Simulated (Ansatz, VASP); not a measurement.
One calculation of F, two programs

Contents of INCAR:

```
SYSTEM = F
PREC = Accurate
ENCUT = 520
EDIFF = 1E-6
ISMEAR = -1
SIGMA = 0.05
LREAL = .False.
LASPH = .True.
NELM = 80
ALGO = Normal
ISIF = 2
LWAVE = .False.
LCHARG = .False.
GGA = PE
NBANDS = 10
```

File KPOINTS:

```
regular mesh
0
Gamma
  16 16 16
  0 0 0
```

File POSCAR:

```
F
1.0
    0.0000000000      1.7057619217      1.7057619217
    1.7057619217      0.0000000000      1.7057619217
    1.7057619217      1.7057619217      0.0000000000
F
1
Direct
    0.0000000000      0.0000000000      0.0000000000
```

Input for Ansatz:

```yaml
crystal:
  lattice:
    - [0.0, 1.7057619217, 1.7057619217]
    - [1.7057619217, 0.0, 1.7057619217]
    - [1.7057619217, 1.7057619217, 0.0]
  atoms:
    - { symbol: F, position: [0.0, 0.0, 0.0] }
kpoints:
  mp_grid: { grid: [16, 16, 16] }
scf:
  occupations: { method: fermi_dirac, width: 0.05 }
hamiltonian:
  xc: pbe
  pseudopotentials: { kind: all_electron, lapw: { basis_error: 0.0005 } }
output:
  forces: true
  stress: true
  eigenvalues: true
```

Change from the starting cell: volume scaled by 0.98.

Alike in both runs: task single point; functional PBE; k mesh 16 × 16 × 16; occupations fermi-dirac, width 0.05 eV; no spin polarisation.

```csv
,VASP,Ansatz
version,VASP 6.6.1,Ansatz 0.2.0
potentials or method,"VASP PAW PBE potentials, release 64 (F), cutoff 520 eV","all-electron LAPW, scalar-relativistic"
```

|  | VASP | Ansatz | Ansatz less VASP |
| --- | --- | --- | --- |
| pressure (GPa) | 0.4 | 1.0 | +0.60 |

Ansatz ran all-electron here, and VASP with PAW potentials.
